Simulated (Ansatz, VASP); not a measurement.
**One calculation of K, two programs**

File INCAR:

```
SYSTEM = K
PREC = Accurate
ENCUT = 600
EDIFF = 1E-6
ISMEAR = -1
SIGMA = 0.1
LREAL = .FALSE.
LASPH = .TRUE.
NELM = 100
ALGO = Normal
ISIF = 3
LWAVE = .FALSE.
LCHARG = .FALSE.
GGA = RP
IBRION = 2
NSW = 80
EDIFFG = -0.01
```

KPOINTS

```
regular mesh
0
G
  9 9 9
  0 0 0
```

File POSCAR:

```
K
1.0
   -2.6125000000      2.6125000000      2.6125000000
    2.6125000000     -2.6125000000      2.6125000000
    2.6125000000      2.6125000000     -2.6125000000
K
1
Direct
    0.0000000000      0.0000000000      0.0000000000
```

Input for Ansatz:

```yaml
crystal:
  lattice:
    - [-2.6125, 2.6125, 2.6125]
    - [2.6125, -2.6125, 2.6125]
    - [2.6125, 2.6125, -2.6125]
  atoms:
    - { symbol: K, position: [0.0, 0.0, 0.0] }
hamiltonian:
  xc: rpbe
  pseudopotentials:
    kind: paw
    azcp:
      K: "pseudopotentials/K.paw.azcp"
basis:
  ecutwfc: 420
  fft_grid_basis: typed
kpoints:
  mp_grid: { grid: [9, 9, 9], shift: [0, 0, 0] }
magnetization:
  spin_polarized: false
scf:
  occupations: { method: fermi_dirac, width: 0.1 }
relax:
  max_steps: 60
  f_tol: 0.01
  cell: {}
```

Alike in both runs: task relaxation of cell and atoms; functional RPBE; k mesh 9 × 9 × 9; occupations fermi-dirac, width 0.1 eV; no spin polarisation.

|  | VASP | Ansatz |
| --- | --- | --- |
| version | VASP 6.6.1 | Ansatz 0.2.0 |
| potentials or method | VASP PAW PBE potentials, release 64 (K_sv), cutoff 600 eV | plane waves (420 eV) with PAW, scalar-relativistic |
| valence electrons in the cell | 9 | 9 |

```csv
,VASP,Ansatz,Ansatz less VASP
relaxed volume (Å³/atom),80.36,80.41,+0.048
relaxed cell length with the largest relative difference (Å),4.709,4.709,+0.0009
```

VASP's potentials were made for PBE, not for RPBE.
